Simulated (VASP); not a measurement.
Runs of VASP 6.6.1 on Y. The structure is that of space group P6_3/mmc (No. 194), or close to it. The cells are those of the table. 

```tsv
level	potentials or basis	cell	k mesh	gap on the mesh (eV)	pressure (GPa)
LDA	VASP PAW LDA potentials, release 64 (Y_sv)	a = 3.647, b = 3.647, c = 5.654 Å, angles 90.0, 90.0, 120.0°, 2 atoms	15 × 15 × 8	none	-3.5
PBE	VASP PAW PBE potentials, release 64 (Y_sv)	a = 3.651, b = 3.651, c = 5.747 Å, angles 90.0, 90.0, 120.0°, 2 atoms	12 × 12 × 6	none	(b)
PBE	VASP PAW PBE potentials, release 64 (Y_sv)	a = 3.607, b = 3.607, c = 6.022 Å, angles 90.0, 90.0, 120.0°, 2 atoms	15 × 15 × 8	none	(a)
PBE	VASP PAW PBE potentials, release 64 (Y_sv)	a = 3.852, b = 3.852, c = 5.890 Å, angles 90.0, 90.0, 120.0°, 2 atoms	15 × 15 × 8	none	-4.7
PBE	VASP PAW PBE potentials, release 64 (Y_sv)	a = 3.754, b = 3.754, c = 5.823 Å, angles 90.0, 90.0, 120.0°, 2 atoms	15 × 15 × 8	none	-2.9
```

Alike in all rows: task single point; no spin polarisation; cutoff (eV) 520; smearing gaussian 0.1 eV.

Question: Estimate the missing entries.

Answer: (a) -1.3; (b) -0.5.

A k mesh can miss the band edges, and the runs leave out spin-orbit coupling on Y.

A gap of «none» marks levels without a gap at the run's occupations.
